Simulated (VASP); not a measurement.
# TiB2 (P6/mmm) in VASP: notebook

TiB2 is run at these levels: PBEsol; tasks: single point, relaxation of cell and atoms.

Everything below comes from runs of VASP 6.6.1. Logs are shortened: lines on timing, memory, paths and dates and some standing lists are left out, and cuts for length are marked.

## (1) The cell of the first run

It takes space group P6/mmm (No. 191, hexagonal). The conventional cell has a = 3.017 Å, b = 3.017 Å, c = 3.186 Å, α = 90.00°, β = 90.00°, γ = 120.00°. Ti (site symmetry 6/mmm) has 12 B at 2.36 Å and 6 Ti at 3.02 Å within 3.1 Å. Within 2.3 Å of B (site symmetry -6m2) lie 3 B at 1.74 Å.

## (2) Single point, PBEsol

INCAR

```
SYSTEM = TiB2
  PREC = Accurate
  ENCUT = 520
  EDIFF = 1E-7
  ISMEAR = 0
  SIGMA = 0.1
  LREAL = .False.
  LASPH = .True.
  NELM = 60
  ALGO = Normal
  ISIF = 2
  LWAVE = .False.
  LCHARG = .False.
  GGA = PS
  NBANDS = 16
```

KPOINTS

```
Automatic mesh
0
Gamma
  18 18 12
  0 0 0
```

POSCAR

```
TiB2
1.0
    3.0170315501      0.0000000000      0.0000000000
   -1.5085157751      2.6128259664      0.0000000000
    0.0000000000      0.0000000000      3.1857066493
Ti B
1 2
Direct
    0.0000000000      0.0000000000      0.0000000000
    0.3333333333      0.6666666667      0.5000000000
    0.6666666667      0.3333333333      0.5000000000
```

Potentials or basis: VASP PAW PBE potentials, release 64 (Ti_sv, B).

Launch:

```console
cat potpaw_PBE.64/Ti_sv/POTCAR potpaw_PBE.64/B/POTCAR > POTCAR
mpirun -np 1 vasp_std > vasp.out
```

OUTCAR:

```text
SYSTEM = TiB2
   PREC = Accurate
   ENCUT = 520
   EDIFF = 1E-7
   ISMEAR = 0
   LREAL = .False.
   LASPH = .True.
   NELM = 60
   ISIF = 2
   GGA = PS

 ion  position               nearest neighbor table
   1  0.000  0.000  0.000-   2 2.36   3 2.36   2 2.36   3 2.36   3 2.36   3 2.36   2 2.36   2 2.36
                             3 2.36   3 2.36   2 2.36   2 2.36
   2  0.333  0.667  0.500-   3 1.74   3 1.74   3 1.74   1 2.36   1 2.36   1 2.36   1 2.36   1 2.36
                             1 2.36
   3  0.667  0.333  0.500-   2 1.74   2 1.74   2 1.74   1 2.36   1 2.36   1 2.36   1 2.36   1 2.36
                             1 2.36

  LATTYP: Found a hexagonal cell.
 ALAT       =     3.0170315501
 C/A-ratio  =     1.0559076352

  Lattice vectors:

 A1 = (   3.0170315501,   0.0000000000,   0.0000000000)
 A2 = (  -1.5085157751,   2.6128259664,   0.0000000000)
 A3 = (   0.0000000000,   0.0000000000,   3.1857066493)

Analysis of symmetry for initial positions (statically):
=====================================================================
 Subroutine PRICEL returns:
 Original cell was already a primitive cell.

 Routine SETGRP: Setting up the symmetry group for a
 hexagonal supercell.

 Subroutine GETGRP returns: Found 24 space group operations
 (whereof 24 operations were pure point group operations)
 out of a pool of 24 trial point group operations.

The static configuration has the point symmetry D_6h.

Analysis of symmetry for dynamics (positions and initial velocities):
=====================================================================
 Subroutine PRICEL returns:
 Original cell was already a primitive cell.

 Routine SETGRP: Setting up the symmetry group for a
 hexagonal supercell.

 Subroutine GETGRP returns: Found 24 space group operations
 (whereof 24 operations were pure point group operations)
 out of a pool of 24 trial point group operations.

The dynamic configuration has the point symmetry D_6h.

 Subroutine INISYM returns: Found 24 space group operations
 (whereof 24 operations are pure point group operations),
 and found     1 'primitive' translations

----------------------------------------------------------------------------------------

                                     Primitive cell

  volume of cell :      25.1129

  direct lattice vectors                    reciprocal lattice vectors
     3.017031550  0.000000000  0.000000000     0.331451622  0.191363683  0.000000000
    -1.508515775  2.612825966  0.000000000     0.000000000  0.382727366  0.000000000
     0.000000000  0.000000000  3.185706649     0.000000000  0.000000000  0.313902098

  length of vectors
     3.017031550  3.017031550  3.185706649     0.382727366  0.382727366  0.313902098

  position of ions in fractional coordinates (direct lattice)
     0.000000000  0.000000000  0.000000000
     0.333333333  0.666666667  0.500000000
     0.666666667  0.333333333  0.500000000

  ion indices of the primitive-cell ions
   primitive index   ion index
                 1           1
                 2           2
                 3           3

----------------------------------------------------------------------------------------

 KPOINTS: Automatic mesh

Automatic generation of k-mesh.
 Grid dimensions read from file:
 generate k-points for:   18   18   12

 Generating k-lattice:

  Cartesian coordinates                     Fractional coordinates (reciprocal lattice)
     0.018413979  0.010631316  0.000000000     0.055555556  0.000000000  0.000000000
     0.000000000  0.021262631  0.000000000     0.000000000  0.055555556  0.000000000
     0.000000000  0.000000000  0.026158508     0.000000000  0.000000000  0.083333333

  Length of vectors
     0.021262631  0.021262631  0.026158508

  Shift w.r.t. Gamma in fractional coordinates (k-lattice)
     0.000000000  0.000000000  0.000000000

 Subroutine IBZKPT returns following result:
 ===========================================

 Found    259 irreducible k-points:

 Following reciprocal coordinates:
            Coordinates               Weight
  0.000000  0.000000  0.000000      1.000000
  0.055556  0.000000  0.000000      6.000000
  0.111111  0.000000  0.000000      6.000000
  0.166667  0.000000  0.000000      6.000000
  0.222222  0.000000  0.000000      6.000000
  0.277778  0.000000  0.000000      6.000000
[... 16 lines left out ...]
  0.333333  0.111111  0.000000     12.000000
  0.388889  0.111111  0.000000     12.000000
 [... further k-points ...]
   k-points           NKPTS =    259   k-points in BZ     NKDIM =    259   number of bands    NBANDS=     16
   number of dos      NEDOS =    301   number of ions     NIONS =      3
   total plane-waves  NPLWV =  13824
   dimension x,y,z NGX =    24 NGY =   24 NGZ =   24
   dimension x,y,z NGXF=    48 NGYF=   48 NGZF=   48
   ions per type =               1   2
   NGX,Y,Z   is equivalent  to a cutoff of  13.22, 13.22, 12.52 a.u.
   NGXF,Y,Z  is equivalent  to a cutoff of  26.45, 26.45, 25.05 a.u.
 SYSTEM =  TiB2
   PREC   = accura    normal or accurate (medium, high low for compatibility)
   ISTART =      0    job   : 0-new  1-cont  2-samecut
   ICHARG =      2    charge: 1-file 2-atom 10-const
   ISPIN  =      1    spin polarized calculation?
   LNONCOLLINEAR =      F non collinear calculations
   LSORBIT =      F    spin-orbit coupling
   LASPH  =      T    aspherical Exc in radial PAW
   ENCUT  =  520.0 eV  38.22 Ry    6.18 a.u.   5.61  5.61  5.92*2*pi/ulx,y,z
   NELM   =     60;   NELMIN=  2; NELMDL= -5     # of ELM steps
   EDIFF  = 0.1E-06   stopping-criterion for ELM
   LREAL  =      F    real-space projection
   EDIFFG = 0.1E-05   stopping-criterion for IOM
   NSW    =      0    number of steps for IOM
   IBRION =     -1    ionic relax: 0-MD 1-quasi-New 2-CG
   NFREE  =      0    steps in history (QN), initial steepest desc. (CG)
   ISIF   =      2    stress and relaxation
   ISYM   =      2    0-nonsym 1-usesym 2-fastsym
   POTIM  = 0.5000    time-step for ionic-motion
   TEBEG  =    0.0;   TEEND  =   0.0 temperature during run
   PSTRESS=    0.0 pullay stress
   NELECT =      18.0000    total number of electrons
   NUPDOWN=      -1.0000    fix difference up-down
   EMIN   =  10.00;   EMAX   =-10.00  energy-range for DOS
   EFERMI =   0.00;   METHOD = LEGACY
   ISMEAR =     0;   SIGMA  =   0.10  broadening in eV -4-tet -1-fermi 0-gaus
   EFERMI_NEDOS =   21; number of points for ismear=-14 and -15
   IALGO  =     38    algorithm
   IMIX   =      4    mixing-type and parameters
     AMIX     =   0.40;   BMIX     =  1.00
     AMIX_MAG =   1.60;   BMIX_MAG =  1.00
  volume/ion in A,a.u.               =       8.37        56.49
  Fermi-wavevector in a.u.,A,eV,Ry     =   1.465099  2.768636 29.205109  2.146515
  Thomas-Fermi vector in A             =   2.580996
   LORBIT       =      0    0 simple, 1 ext, 2 COOP (PROOUT), +10 PAW based schemes
   GGA     = PS    functional components
   LHFCALC =     F    Hartree Fock is set to
   AEXX    =    0.0000 exact exchange contribution
   IVDW    =     0    specifies the selected vdW correction
   LEPSILON=     F    determine dielectric tensor
   LRPA    =     F    only Hartree local field effects (RPA)
 non-spin polarized calculation
 Gauss-broadening in eV      SIGMA  =   0.10
  energy-cutoff  :      520.00
  volume of cell :       25.11
 maximum number of plane-waves:       696
 NGX is ok and might be reduce to    24
   NGX = 11   NGY = 11   NGZ = 11

 number of electron      17.9999998 magnetization

 Free energy of the ion-electron system (eV)
  ---------------------------------------------------
  ext. energy  EPLUGINS =         0.00000000
  ---------------------------------------------------
  free energy    TOTEN  =       -25.79374330 eV

  energy without entropy =      -25.79231539  energy(sigma->0) =      -25.79302934

 E-fermi :  10.1684     XC(G=0): -12.9773

 val. band max:       10.1637059973   @ k =   0.0556   0.0556   0.5000
 cond. band min:      10.1866756542   @ k =   0.0556   0.0000   0.4167
 fundamental gap:      0.0229696569
 Fermi energy:        10.1684207117

 k-point     1 :       0.0000    0.0000    0.0000
  band No.  band energies     occupation
      1     -46.4911      2.00000
      2     -22.9501      2.00000
      3     -22.6279      2.00000
      4     -22.6279      2.00000
      5      -3.4316      2.00000
      6       7.4417      2.00000
[... 8 lines left out ...]
     15      15.9284      0.00000
     16      17.1536      0.00000

 k-point     2 :       0.0556    0.0000    0.0000
  band No.  band energies     occupation
      1     -46.4893      2.00000
      2     -22.9479      2.00000
      3     -22.6415      2.00000
      4     -22.6310      2.00000
      5      -3.3712      2.00000
      6       7.2689      2.00000
[... 8 lines left out ...]
     15      16.3458      0.00000
     16      17.3407      0.00000

 k-point     3 :       0.1111    0.0000    0.0000
  band No.  band energies     occupation
      1     -46.4842      2.00000
      2     -22.9415      2.00000
      3     -22.6804      2.00000
      4     -22.6398      2.00000
      5      -3.1915      2.00000
      6       6.7862      2.00000
[... 8 lines left out ...]
     15      17.2718      0.00000
     16      17.9130      0.00000

 k-point     4 :       0.1667    0.0000    0.0000
  band No.  band energies     occupation
      1     -46.4763      2.00000
      2     -22.9316      2.00000
      3     -22.7396      2.00000
      4     -22.6533      2.00000
      5      -2.8975      2.00000
      6       6.0844      2.00000
[... 8 lines left out ...]
     15      18.4338      0.00000
     16      18.5352      0.00000
[... 324 lines left out ...]
 k-point    22 :       0.2778    0.1111    0.0000
  band No.  band energies     occupation
      1     -46.4440      2.00000
      2     -22.9552      2.00000
      3     -22.8910      2.00000
      4     -22.7292      2.00000
      5      -1.2481      2.00000
      6       3.5174      2.00000
[... 8 lines left out ...]
     15      18.2732      0.00000
     16      19.5332      0.00000

 k-point    23 :       0.3333    0.1111    0.0000
  band No.  band energies     occupation
      1     -46.4366      2.00000
      2     -23.0041      2.00000
      3     -22.8816      2.00000
      4     -22.7463      2.00000
      5      -0.5854      2.00000
      6       2.6429      2.00000
[... 8 lines left out ...]
     15      18.2795      0.00000
     16      19.3844      0.00000

 k-point    24 :       0.3889    0.1111    0.0000
  band No.  band energies     occupation
      1     -46.4317      2.00000
      2     -23.0359      2.00000
      3     -22.8755      2.00000
      4     -22.7574      2.00000
      5       0.1454      2.00000
      6       1.7783      2.00000
[... 8 lines left out ...]
     15      18.2666      0.00000
     16      19.2495      0.00000

 [... further k-points ...]
[... 5 lines left out ...]
  --------------------------------------------------------------------------------------
  -------------------------------------------------------------------------------------
  Total        0.0638706      0.0638706      0.0448695     -0.0000000     -0.0000000      0.0000000
  in kB        4.0748885      4.0748885      2.8626357     -0.0000000     -0.0000000      0.0000000
  external PRESSURE =       3.6708043 kB  Pullay stress =       0.0000000 kB

 VOLUME and BASIS-vectors are now :
 -----------------------------------------------------------------------------
  energy-cutoff  :      520.00
  volume of cell :       25.11
      direct lattice vectors                 reciprocal lattice vectors
     3.017031550  0.000000000  0.000000000     0.331451622  0.191363683  0.000000000
    -1.508515775  2.612825966  0.000000000     0.000000000  0.382727366  0.000000000
     0.000000000  0.000000000  3.185706649     0.000000000  0.000000000  0.313902098

 POSITION                                       TOTAL-FORCE (eV/Angst)
 -----------------------------------------------------------------------------------
      0.00000      0.00000      0.00000        -0.000000      0.000000      0.000000
     -0.00000      1.74188      1.59285         0.000000      0.000000     -0.000000
      1.50852      0.87094      1.59285         0.000000     -0.000000      0.000000
 -----------------------------------------------------------------------------------
    total drift:                               -0.000000      0.000000      0.000000

  FREE ENERGIE OF THE ION-ELECTRON SYSTEM (eV)
  ---------------------------------------------------
  free  energy   TOTEN  =       -25.7937432975 eV

  energy  without entropy=      -25.7923153923  energy(sigma->0) =      -25.79302934
```

It took 79 s on 1 thread of Intel Xeon Platinum 8259CL at 2.50GHz (Skylake/Cascade Lake), shared host; peak memory 0.22 GiB.

What came out:

- Free energy: -25.7937 eV
- Pressure: 0.4 GPa
- Band gap on the k mesh: zero (band 9 reaches 10.61 eV, above the bottom of band 10 at 9.89 eV)

Stress tensor (GPa, compression positive):
```
0.41 0.00 0.00
0.00 0.41 0.00
0.00 0.00 0.29
```

Caveat: the PAW data sets were made with another functional, which shifts forces and pressure a little.

## (3) Relaxation of cell and atoms, PBEsol

This run uses another cell than the first one, of 8.55 Å³/atom, 1.022 times its volume.

INCAR

```
PREC = Accurate
ENCUT = 600
EDIFF = 1E-6
ISMEAR = 0
SIGMA = 0.1
LREAL = False
LASPH = True
NELM = 80
ALGO = Normal
ISIF = 3
LWAVE = False
LCHARG = False
GGA = PS
IBRION = 2
NSW = 100
EDIFFG = -0.005
```

KPOINTS

```
regular mesh
0
Gamma
  18 18 12
```

POSCAR

```
TiB2
1.0
    2.9843719800      0.0000000000      0.0000000000
   -1.4921859900      2.5845419500      0.0000000000
    0.0000000000      0.0000000000      3.3261155200
Ti B
1 2
Direct
    0.0000000000      0.0000000000      0.0000000000
    0.3333333300      0.6666666700      0.5000000000
    0.6666666700      0.3333333300      0.5000000000
```

Potentials or basis: VASP PAW PBE potentials, release 64 (Ti_sv, B).

Launch:

```console
cat potpaw_PBE.64/Ti_sv/POTCAR potpaw_PBE.64/B/POTCAR > POTCAR
mpirun -np 1 vasp_std > vasp.out
```

It took 4.8 min on 1 thread of Intel Xeon Platinum 8259CL at 2.50GHz (Skylake/Cascade Lake), shared host; peak memory 0.24 GiB.

Results (log left out):

```yaml
Free_energy: -25.7961 eV
Relaxed_volume: 8.38 Å³/atom
Relaxed_cell: a = 3.018 Å, b = 3.018 Å, c = 3.187 Å, α = 90.00°, β = 90.00°, γ = 120.00°
Space_group_after_relaxing_to_0.05_Å: P6/mmm (No. 191)
Energy_gained_by_relaxing: 22.2 meV/atom
Ionic_steps: 7
Pressure_after_relaxing: 0.0 GPa
Band_gap_on_the_k_mesh: zero (band 9 reaches 10.59 eV, above the bottom of band 10 at 9.88 eV)
```

The path:
```
step  energy change (eV)  largest force (eV/Å)  pressure (GPa)  volume (Å³)
   1              0.0000                0.0000           -2.90        25.66
   2             -0.0662                0.0000            0.83        25.06
   3             -0.0663                0.0000            0.71        25.08
   4             -0.0663                0.0000            0.60        25.10
   5             -0.0663                0.0000           -0.71        25.22
   6             -0.0664                0.0000           -0.08        25.15
   7             -0.0665                0.0000           -0.03        25.14
```

Final structure:
```
Ti B
1.0
     3.01829    0.00000    0.00000
    -1.50915    2.61392    0.00000
     0.00000    0.00000    3.18689
Ti B
1 2
Direct
  0.00000 0.00000 0.00000
  0.33333 0.66667 0.50000
  0.66667 0.33333 0.50000
```

Levels at points of the mesh, in eV from the Fermi level:
| k point | band 7 | band 8 | band 9 | band 10 | band 11 | band 12 |
| --- | --- | --- | --- | --- | --- | --- |
| (0.00, 0.00, 0.00) | -2.72 | -2.23 | -2.20 | 1.93 | 1.93 | 3.81 |
| (0.50, 0.00, 0.00) | -3.32 | -3.24 | -2.38 | 1.37 | 2.79 | 3.29 |
| (0.00, 0.00, 0.50) | -0.58 | -0.58 | -0.28 | -0.28 | 0.42 | 0.42 |
| (0.50, 0.00, 0.50) | -4.77 | -3.94 | -3.18 | 2.60 | 2.98 | 4.68 |

Caveat: the PAW data sets were made with another functional, which shifts forces and pressure a little.
